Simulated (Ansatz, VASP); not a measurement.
Cu: VASP beside Ansatz

```
CELL_PARAMETERS angstrom
0.00000 1.75981 1.75981
1.75981 0.00000 1.75981
1.75981 1.75981 0.00000
ATOMIC_POSITIONS crystal
Cu 0.00000 0.00000 0.00000
```

Alike in both runs: functional LDA; k mesh 10 × 10 × 10; occupations gaussian, width 0.1 eV; no spin polarisation.

Ansatz relaxed the structure, and its values are those at the end. VASP's run is a single point on that final structure, the one shown.

```csv
,VASP,Ansatz
version,VASP 6.6.1,Ansatz 0.2.0
potentials or method,"VASP PAW LDA potentials, release 64 (Cu_sv_GW), cutoff 820 eV","scalar-relativistic, plane waves, PAW"
valence electrons in the cell,19,19
```

Ansatz gave:

| Property | Result |
| --- | --- |
| gap on the k mesh at the Fermi level (eV) | none |
| pressure (GPa) | -0.3 |

Question: Estimate VASP's values.

Answer: gap on the k mesh at the Fermi level (eV): none; pressure (GPa): -0.7.

Ansatz warns that its potentials were made for another functional, while VASP's fit it. LDA's correlation is that of Perdew and Zunger in VASP and of Perdew and Wang (1992) in Ansatz. A gap of «none» marks a metal or a gap that the smearing closes.
